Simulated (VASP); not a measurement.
# In5O (P6/mmm) in VASP: further runs

In5O is run at these levels: PBE; tasks: single point, relaxation of cell and atoms.

Program: VASP 6.6.1. These are calculated values, not measurements. Logs are shortened: lines on timing, memory, paths and dates and some standing lists are left out, and cuts for length are marked.

## 1. The cell of the first run

It takes space group P6/mmm (No. 191, hexagonal). Conventional cell: a = 4.938 Å, b = 4.938 Å, c = 6.703 Å, α = 90.00°, β = 90.00°, γ = 120.00°. Within 3.6 Å of In (site symmetry 3m) lie 7 In at 2.73 to 3.16 Å and 3 O at 3.47 Å. In (site symmetry 6/mmm) has 12 In at 3.16 Å and 2 O at 3.35 Å within 4.2 Å. Within 4.4 Å of O (site symmetry 6/mmm) lie 14 In at 3.35 to 3.47 Å.

The cell was generated, and may not be a known phase.

## 2. Single point, PBE

File INCAR:

```
SYSTEM = In5O
PREC = Accurate
ENCUT = 520
EDIFF = 1E-7
ISMEAR = 0
SIGMA = 0.1
LREAL = .FALSE.
LASPH = .TRUE.
NELM = 60
ALGO = Normal
ISIF = 2
LWAVE = .FALSE.
LCHARG = .FALSE.
GGA = PE
NBANDS = 44
```

File KPOINTS:

```
regular mesh
0
G
  6 6 4
  0 0 0
```

File POSCAR:

```
In5O
1.0
    4.9379708900      0.0000000000      0.0000000000
   -2.4689854500      4.2764082400      0.0000000000
    0.0000000000      0.0000000000      6.7030524100
In O
5 1
Direct
    0.6666666700      0.3333333300      0.7959949400
    0.0000000000      0.0000000000      0.0000000000
    0.6666666700      0.3333333300      0.2040050600
    0.3333333300      0.6666666700      0.2040050600
    0.3333333300      0.6666666700      0.7959949400
    0.0000000000      0.0000000000      0.5000000000
```

Potentials or basis: VASP PAW PBE potentials, release 64 (In_d, O).

The run is started by

```sh
$ cat potpaw_PBE.64/In_d/POTCAR potpaw_PBE.64/O/POTCAR > POTCAR
$ mpirun -np 1 vasp_std > vasp.out
```

OUTCAR:

```text
SYSTEM = In5O
   PREC = Accurate
   ENCUT = 520
   EDIFF = 1E-7
   ISMEAR = 0
   LREAL = .FALSE.
   LASPH = .TRUE.
   NELM = 60
   ISIF = 2
   GGA = PE

 ion  position               nearest neighbor table
   1  0.667  0.333  0.796-   3 2.73   5 2.85   5 2.85   5 2.85   2 3.16   2 3.16   2 3.16   4 3.95
                             4 3.95   4 3.95   3 3.97
   2  0.000  0.000  0.000-   1 3.16   3 3.16   4 3.16   5 3.16   1 3.16   3 3.16   4 3.16   5 3.16
                             1 3.16   3 3.16   4 3.16   5 3.16
   3  0.667  0.333  0.204-   1 2.73   4 2.85   4 2.85   4 2.85   2 3.16   2 3.16   2 3.16   5 3.95
                             5 3.95   5 3.95   1 3.97
   4  0.333  0.667  0.204-   5 2.73   3 2.85   3 2.85   3 2.85   2 3.16   2 3.16   2 3.16   1 3.95
                             1 3.95   1 3.95   5 3.97
   5  0.333  0.667  0.796-   4 2.73   1 2.85   1 2.85   1 2.85   2 3.16   2 3.16   2 3.16   3 3.95
                             3 3.95   3 3.95   4 3.97
   6  0.000  0.000  0.500-

  LATTYP: Found a hexagonal cell.
 ALAT       =     4.9379708900
 C/A-ratio  =     1.3574507747

  Lattice vectors:

 A1 = (   4.9379708900,   0.0000000000,   0.0000000000)
 A2 = (  -2.4689854500,   4.2764082400,   0.0000000000)
 A3 = (   0.0000000000,   0.0000000000,   6.7030524100)

Analysis of symmetry for initial positions (statically):
=====================================================================
 Subroutine PRICEL returns:
 Original cell was already a primitive cell.

 Routine SETGRP: Setting up the symmetry group for a
 hexagonal supercell.

 Subroutine GETGRP returns: Found 24 space group operations
 (whereof 24 operations were pure point group operations)
 out of a pool of 24 trial point group operations.

The static configuration has the point symmetry D_6h.

Analysis of symmetry for dynamics (positions and initial velocities):
=====================================================================
 Subroutine PRICEL returns:
 Original cell was already a primitive cell.

 Routine SETGRP: Setting up the symmetry group for a
 hexagonal supercell.

 Subroutine GETGRP returns: Found 24 space group operations
 (whereof 24 operations were pure point group operations)
 out of a pool of 24 trial point group operations.

The dynamic configuration has the point symmetry D_6h.

 Subroutine INISYM returns: Found 24 space group operations
 (whereof 24 operations are pure point group operations),
 and found     1 'primitive' translations

----------------------------------------------------------------------------------------

                                     Primitive cell

  volume of cell :     141.5469

  direct lattice vectors                    reciprocal lattice vectors
     4.937970890  0.000000000  0.000000000     0.202512332  0.116920549  0.000000000
    -2.468985450  4.276408240  0.000000000     0.000000000  0.233841098  0.000000000
     0.000000000  0.000000000  6.703052410     0.000000000  0.000000000  0.149185765

  length of vectors
     4.937970890  4.937970898  6.703052410     0.233841099  0.233841098  0.149185765

  position of ions in fractional coordinates (direct lattice)
     0.666666670  0.333333330  0.795994940
     0.000000000  0.000000000  0.000000000
     0.666666670  0.333333330  0.204005060
     0.333333330  0.666666670  0.204005060
     0.333333330  0.666666670  0.795994940
     0.000000000  0.000000000  0.500000000

  ion indices of the primitive-cell ions
   primitive index   ion index
                 1           1
                 2           2
                 3           3
                 4           4
                 5           5
                 6           6

----------------------------------------------------------------------------------------

 KPOINTS: regular mesh

Automatic generation of k-mesh.
 Grid dimensions read from file:
 generate k-points for:    6    6    4

 Generating k-lattice:

  Cartesian coordinates                     Fractional coordinates (reciprocal lattice)
[... 46 lines left out ...]
   IVDW    =     0    specifies the selected vdW correction
   LEPSILON=     F    determine dielectric tensor
   LRPA    =     F    only Hartree local field effects (RPA)
 non-spin polarized calculation
 Gauss-broadening in eV      SIGMA  =   0.10
  energy-cutoff  :      520.00
  volume of cell :      141.55
 maximum number of plane-waves:      3836
 NGX is ok and might be reduce to    40
   NGX = 19   NGY = 19   NGZ = 25

 number of electron      70.9999983 magnetization

 Free energy of the ion-electron system (eV)
  ---------------------------------------------------
  ext. energy  EPLUGINS =         0.00000000
  ---------------------------------------------------
  free energy    TOTEN  =       -14.81993941 eV

  energy without entropy =      -14.80810436  energy(sigma->0) =      -14.81402189

 E-fermi :   6.5985     XC(G=0): -10.0433

 val. band max:        6.5984394681   @ k =   0.0000   0.0000   0.2500
 cond. band min:       6.6535680345   @ k =   0.1667  -0.0000   0.5000
 fundamental gap:      0.0551285664
 Fermi energy:         6.5985249213

 k-point     1 :       0.0000    0.0000    0.0000
  band No.  band energies     occupation
      1      -8.9229      2.00000
      2      -8.7939      2.00000
      3      -8.6349      2.00000
      4      -8.6349      2.00000
      5      -8.4452      2.00000
      6      -8.3299      2.00000
[... 36 lines left out ...]
     43      10.3181      0.00000
     44      11.4774      0.00000

 k-point     2 :       0.1667   -0.0000    0.0000
  band No.  band energies     occupation
      1      -8.9216      2.00000
      2      -8.7834      2.00000
      3      -8.6178      2.00000
      4      -8.5945      2.00000
      5      -8.5049      2.00000
      6      -8.4436      2.00000
[... 36 lines left out ...]
     43      10.7998      0.00000
     44      12.3284      0.00000

 k-point     3 :       0.3333    0.0000    0.0000
  band No.  band energies     occupation
      1      -8.9285      2.00000
      2      -8.7517      2.00000
      3      -8.6139      2.00000
      4      -8.5727      2.00000
      5      -8.5033      2.00000
      6      -8.4969      2.00000
[... 835 lines left out ...]
     43      11.9688      0.00000
     44      12.9092      0.00000

 k-point    21 :       0.3333    0.3333    0.5000
  band No.  band energies     occupation
      1      -8.9215      2.00000
      2      -8.6616      2.00000
      3      -8.6616      2.00000
      4      -8.6529      2.00000
      5      -8.5972      2.00000
      6      -8.5481      2.00000
[... 36 lines left out ...]
     43      11.7185      0.00000
     44      13.1167      0.00000

------------------------ aborting loop because EDIFF is reached ----------------------------------------

  FORCE on cell =-STRESS in cart. coord.  units (eV):
  Direction    XX          YY          ZZ          XY          YZ          ZX
  --------------------------------------------------------------------------------------
  -------------------------------------------------------------------------------------
  Total        8.1012028      8.1012028      6.4109791     -0.0000000      0.0000000     -0.0000000
  in kB       91.6979838     91.6979840     72.5662442     -0.0000001      0.0000000     -0.0000000
  external PRESSURE =      85.3207373 kB  Pullay stress =       0.0000000 kB

 VOLUME and BASIS-vectors are now :
 -----------------------------------------------------------------------------
  energy-cutoff  :      520.00
  volume of cell :      141.55
      direct lattice vectors                 reciprocal lattice vectors
     4.937970890  0.000000000  0.000000000     0.202512332  0.116920549  0.000000000
    -2.468985450  4.276408240  0.000000000     0.000000000  0.233841098  0.000000000
     0.000000000  0.000000000  6.703052410     0.000000000  0.000000000  0.149185765

 POSITION                                       TOTAL-FORCE (eV/Angst)
 -----------------------------------------------------------------------------------
      2.46899      1.42547      5.33560         0.000000     -0.000000     -2.557392
      0.00000      0.00000      0.00000         0.000000      0.000000      0.000000
      2.46899      1.42547      1.36746         0.000000     -0.000000      2.557392
     -0.00000      2.85094      1.36746        -0.000000      0.000000      2.557392
     -0.00000      2.85094      5.33560        -0.000000      0.000000     -2.557392
      0.00000      0.00000      3.35153         0.000000      0.000000      0.000000
 -----------------------------------------------------------------------------------
    total drift:                                0.000000     -0.000000     -0.000000

  FREE ENERGIE OF THE ION-ELECTRON SYSTEM (eV)
  ---------------------------------------------------
  free  energy   TOTEN  =       -14.8199394127 eV

  energy  without entropy=      -14.8081043640  energy(sigma->0) =      -14.81402189
```

Wall time 2.9 min (1 thread of Intel Xeon Platinum 8488C (Sapphire Rapids), shared host); peak memory 0.31 GiB.

Results:

```yaml
Free_energy: -14.8199 eV
Pressure: 8.5 GPa
Largest_force: 2.557 eV/Å
Band_gap_on_the_k_mesh: zero (an odd number of electrons rules out a gap without spin polarisation)
```

Forces on the atoms (eV/Å):
```
In   0.000  0.000 -2.557
In   0.000  0.000  0.000
In   0.000  0.000  2.557
In   0.000  0.000  2.557
In   0.000  0.000 -2.557
O    0.000  0.000  0.000
```

Caveat: the cell stands under pressure; spin-orbit coupling is left out, which moves the levels of the heavy elements; an odd number of electrons without spin polarisation forces a metal; a magnetic or distorted state may lie lower.

## 3. Single point, PBE

This run uses another cell than the first one, of 24.31 Å³/atom.

File INCAR:

```
SYSTEM = In5O
  ALGO = Normal
  EDIFF = 1E-6
  ENCUT = 520
  GGA = PE
  ISIF = 2
  ISMEAR = 0
  LASPH = .True.
  LCHARG = .True.
  LELF = .True.
  LREAL = .False.
  LVHAR = .True.
  LWAVE = .False.
  NBANDS = 44
  NELM = 100
  PREC = Accurate
  SIGMA = 0.1
```

File KPOINTS:

```
k-points
0
Gamma
  6 6 4
  0 0 0
```

File POSCAR:

```
In5O
1.0
    5.2148772349      0.0000000030      0.0000000000
   -2.6074386201      4.5162161615      0.0000000000
    0.0000000000      0.0000000000      6.1939517230
In O
5 1
Direct
    0.6666666667      0.3333333333      0.7367811528
    0.0000000000      0.0000000000      0.0000000000
    0.6666666667      0.3333333333      0.2632188472
    0.3333333333      0.6666666667      0.2632188472
    0.3333333333      0.6666666667      0.7367811528
    0.0000000000      0.0000000000      0.5000000000
```

Potentials or basis: VASP PAW PBE potentials, release 64 (In_d, O).

The run is started by

```sh
$ cat potpaw_PBE.64/In_d/POTCAR potpaw_PBE.64/O/POTCAR > POTCAR
$ mpirun -np 1 vasp_std > vasp.out
```

Wall time 2.4 min (1 thread of Intel Xeon Platinum 8488C (Sapphire Rapids), shared host); peak memory 0.31 GiB.

It converged, with:

```
Free energy            : -16.9592 eV
Pressure               : -0.1 GPa
Largest force          : 0.029 eV/Å
Band gap on the k mesh : zero (an odd number of electrons rules out a gap without spin polarisation)
```

Forces in eV/Å, atoms in the order of the input:
```
In   0.000  0.000  0.029
In   0.000  0.000  0.000
In   0.000  0.000 -0.029
In   0.000  0.000 -0.029
In   0.000  0.000  0.029
O    0.000  0.000  0.000
```

Stress tensor (GPa, compression positive):
```
 0.07  0.00  0.00
 0.00  0.07  0.00
 0.00  0.00 -0.30
```

Levels at points of the mesh, in eV from the Fermi level:
```csv
k point,band 33,band 34,band 35,band 36,band 37,band 38,band 39,band 40
"(0.00, 0.00, 0.00)",-1.09,-0.84,-0.84,-0.11,0.81,0.81,1.51,1.68
"(0.50, 0.00, 0.00)",-2.70,-1.05,-0.50,-0.33,-0.26,0.76,2.84,2.92
"(0.00, 0.00, 0.50)",-1.36,-1.04,0.12,0.12,0.21,0.21,0.45,0.45
"(0.50, 0.00, 0.50)",-1.83,-0.82,-0.71,0.44,0.74,2.48,2.49,3.57
```

Caveat: spin-orbit coupling is left out, which moves the levels of the heavy elements; an odd number of electrons without spin polarisation forces a metal; a magnetic or distorted state may lie lower.

## 4. Relaxation of cell and atoms, PBE

File INCAR:

```
ALGO     = Normal         # electronic algorithm
EDIFF    = 1E-7           # SCF threshold, eV
EDIFFG   = -0.04          # ionic threshold
ENCUT    = 600            # plane-wave cutoff, eV
GGA      = PE             # functional
IBRION   = 2              # ionic algorithm
ISIF     = 3              # what is computed and relaxed
ISMEAR   = 0              # smearing method
LASPH    = T              # aspherical terms in the spheres
LCHARG   = F              # write CHGCAR
LREAL    = F              # projectors in reciprocal space
LWAVE    = F              # write WAVECAR
NELM     = 60             # most SCF steps
NSW      = 90             # ionic steps
PREC     = Accurate       # precision mode
SIGMA    = 0.1            # smearing width, eV
```

File KPOINTS:

```
k-points
0
Gamma
  6 6 4
```

File POSCAR:

```
In5O
1.0
    4.9379708900      0.0000000000      0.0000000000
   -2.4689854500      4.2764082400      0.0000000000
    0.0000000000      0.0000000000      6.7030524100
In O
5 1
Direct
    0.6666666700      0.3333333300      0.7959949400
    0.0000000000      0.0000000000      0.0000000000
    0.6666666700      0.3333333300      0.2040050600
    0.3333333300      0.6666666700      0.2040050600
    0.3333333300      0.6666666700      0.7959949400
    0.0000000000      0.0000000000      0.5000000000
```

The run is started by

```sh
$ cat potpaw_PBE.64/In_d/POTCAR potpaw_PBE.64/O/POTCAR > POTCAR
$ mpirun -np 1 vasp_std > vasp.out
```

Wall time 32 min (1 thread of Intel Xeon Platinum 8488C (Sapphire Rapids), shared host); peak memory 0.36 GiB.

Results (log left out):

* Free energy: -16.9580 eV
* Relaxed volume: 24.26 Å³/atom
* Relaxed cell: a = 5.214 Å, b = 5.214 Å, c = 6.183 Å, α = 90.00°, β = 90.00°, γ = 120.00°
* Space group after relaxing (to 0.1 Å): P6/mmm (No. 191)
* Pressure after relaxing: 0.1 GPa
* Largest force after relaxing: 0.004 eV/Å
* Band gap on the k mesh: zero (an odd number of electrons rules out a gap without spin polarisation)

Forces on the atoms (eV/Å):
```
In   0.000  0.000  0.004
In   0.000  0.000  0.000
In   0.000  0.000 -0.004
In   0.000  0.000 -0.004
In   0.000  0.000  0.004
O    0.000  0.000  0.000
```

Stress tensor (GPa, compression positive):
```
 0.19  0.00  0.00
 0.00  0.19  0.00
 0.00  0.00 -0.20
```

Final structure:
```
In O
1.0
     5.21418    0.00000    0.00000
    -2.60709    4.51561    0.00000
     0.00000    0.00000    6.18319
In O
5 1
Direct
  0.66667 0.33333 0.73739
  0.00000 0.00000 0.00000
  0.66667 0.33333 0.26261
  0.33333 0.66667 0.26261
  0.33333 0.66667 0.73739
  0.00000 0.00000 0.50000
```

Levels at points of the mesh, in eV from the Fermi level:
| k point | band 33 | band 34 | band 35 | band 36 | band 37 | band 38 | band 39 | band 40 |
| --- | --- | --- | --- | --- | --- | --- | --- | --- |
| (0.00, 0.00, 0.00) | -1.09 | -0.85 | -0.85 | -0.12 | 0.80 | 0.80 | 1.51 | 1.69 |
| (0.50, 0.00, 0.00) | -2.70 | -1.04 | -0.51 | -0.34 | -0.25 | 0.77 | 2.86 | 2.93 |
| (0.00, 0.00, 0.50) | -1.38 | -1.03 | 0.13 | 0.13 | 0.20 | 0.20 | 0.44 | 0.44 |
| (0.50, 0.00, 0.50) | -1.85 | -0.82 | -0.70 | 0.45 | 0.74 | 2.50 | 2.52 | 3.58 |

Caveat: spin-orbit coupling is left out, which moves the levels of the heavy elements; an odd number of electrons without spin polarisation forces a metal; a magnetic or distorted state may lie lower.

## 5. Single point, PBE

This run uses another cell than the first one, of 24.21 Å³/atom.

File INCAR:

```
PREC = Accurate ; ENCUT = 520
EDIFF = 1E-6 ; ISMEAR = 0
SIGMA = 0.1 ; LREAL = F
LASPH = T ; NELM = 80
ALGO = Normal ; ISIF = 2
LWAVE = F ; LCHARG = F
GGA = PE ; NBANDS = 44
```

File KPOINTS:

```
Automatic mesh
0
Gamma
  12 12 6
```

File POSCAR:

```
In5O
1.0
    5.3022778775      0.0000000000      0.0000000000
   -2.6511389388      4.5919073399      0.0000000000
    0.0000000000      0.0000000000      5.9653607842
In O
5 1
Direct
    0.6666666667      0.3333333333      0.7421497599
    0.0000000000      0.0000000000      0.0000000000
    0.6666666667      0.3333333333      0.2578502401
    0.3333333333      0.6666666667      0.2578502401
    0.3333333333      0.6666666667      0.7421497599
    0.0000000000      0.0000000000      0.5000000000
```

The run is started by

```sh
$ cat potpaw_PBE.64/In_d/POTCAR potpaw_PBE.64/O/POTCAR > POTCAR
$ mpirun -np 1 vasp_std > vasp.out
```

Run time: 12 min. Hardware: 1 thread of Intel Xeon Platinum 8488C (Sapphire Rapids), shared host; peak memory 0.49 GiB.

The run converged. Its results:

```yaml
Free_energy: -17.0280 eV
Pressure: 0.0 GPa
Band_gap_on_the_k_mesh: zero (an odd number of electrons rules out a gap without spin polarisation)
```

Forces in eV/Å, atoms in the order of the input:
```
In   0.000  0.000 -0.002
In   0.000  0.000  0.000
In   0.000  0.000  0.002
In   0.000  0.000  0.002
In   0.000  0.000 -0.002
O    0.000  0.000  0.000
```

Levels at points of the mesh, in eV from the Fermi level:
| k point | band 33 | band 34 | band 35 | band 36 | band 37 | band 38 | band 39 | band 40 |
| --- | --- | --- | --- | --- | --- | --- | --- | --- |
| (0.00, 0.00, 0.00) | -1.09 | -0.98 | -0.98 | -0.34 | 0.80 | 0.80 | 1.24 | 1.84 |
| (0.50, 0.00, 0.00) | -2.58 | -0.94 | -0.47 | -0.44 | -0.26 | 1.07 | 2.79 | 3.19 |
| (0.00, 0.00, 0.50) | -1.43 | -0.61 | 0.09 | 0.09 | 0.19 | 0.19 | 0.37 | 0.37 |
| (0.50, 0.00, 0.50) | -1.87 | -0.60 | -0.59 | 0.60 | 0.84 | 3.10 | 3.12 | 3.72 |

Caveat: spin-orbit coupling is left out, which moves the levels of the heavy elements; an odd number of electrons without spin polarisation forces a metal; a magnetic or distorted state may lie lower.

## 6. The runs side by side

```tsv
task	cell	k mesh	cutoff (eV)	gap on the mesh (eV)	pressure (GPa)	largest force (eV/Å)
single point	a = 4.938, b = 4.938, c = 6.703 Å, angles 90.0, 90.0, 120.0°, 6 atoms, atomic positions A	6 × 6 × 4	520	none	8.5	2.56
single point	a = 5.215, b = 5.215, c = 6.194 Å, angles 90.0, 90.0, 120.0°, 6 atoms, atomic positions B	6 × 6 × 4	520	none	-0.1	0.03
relaxation of cell and atoms	relaxed from a = 4.938, b = 4.938, c = 6.703 Å, angles 90.0, 90.0, 120.0°, 6 atoms, atomic positions A	6 × 6 × 4	600	none	0.1	-
single point	a = 5.302, b = 5.302, c = 5.965 Å, angles 90.0, 90.0, 120.0°, 6 atoms, atomic positions C	12 × 12 × 6	520	none	0.0	-
```

Alike in all rows: level PBE; potentials or basis VASP PAW PBE potentials, release 64 (In_d, O); no spin polarisation; smearing gaussian 0.1 eV.

Caveats: spin-orbit coupling is left out, which moves the levels of the heavy elements; an odd number of electrons without spin polarisation forces a metal; a magnetic or distorted state may lie lower; the cell stands under pressure (at least some runs).

Absolute energies hang on the potentials; compare differences alone.

The gap in the log of VASP goes by the Fermi energy; the results here count the filled bands.